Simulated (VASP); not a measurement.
The system is Co.

```xyz
3
Lattice="3.9701 0.0000 0.0000 -1.9851 3.4382 0.0000 0.0000 0.0000 2.4337" Properties=species:S:1:pos:R:3 pbc="T T T"
Co    0.0000    0.0000    0.0000
Co    0.0000    2.2922    1.2168
Co    1.9851    1.1461    1.2168
```

This isn't the form of Co at room conditions, which is hcp.

```yaml
Program: VASP 6.6.1
Task: relaxation of cell and atoms
Functional: BLYP
Potentials_or_basis: VASP PAW PBE potentials, release 64 (Co)
Cutoff: 600 eV
k_mesh: 9 × 9 × 13
Occupations: fermi-dirac, width 0.05 eV
Spin: collinear spin, ferromagnetic start
Starting_moments: "[1.7, 1.7, 1.7] μB"
```

At the start: pressure 8.2 GPa; volume 11.07 Å³/atom.

Problem. Where does the relaxation end?

Solution. Over 6 steps the energy falls by 11.9 meV/atom and the volume is 11.54 Å³/atom (+4.2 %); space group P6/mmm (No. 191, to 0.1 Å) before and after; moment 4.97 μB per cell.

Step by step:
```csv
step,energy change (eV),largest force (eV/Å),pressure (GPa),volume (Å³)
1,0.0000,0.0000,8.25,33.22
2,-0.0054,0.0000,-6.62,36.04
3,-0.0353,0.0000,-0.10,34.64
4,-0.0353,0.0000,0.05,34.61
5,-0.0356,0.0000,0.10,34.61
6,-0.0356,0.0000,0.11,34.61
```

Final structure:
```
CELL_PARAMETERS angstrom
4.01535 0.00000 0.00000
-2.00767 3.47739 0.00000
0.00000 0.00000 2.47841
ATOMIC_POSITIONS crystal
Co 0.00000 0.00000 0.00000
Co 0.33333 0.66667 0.50000
Co 0.66667 0.33333 0.50000
```

Caveat: the PAW data sets were made with another functional, which shifts forces and pressure a little.
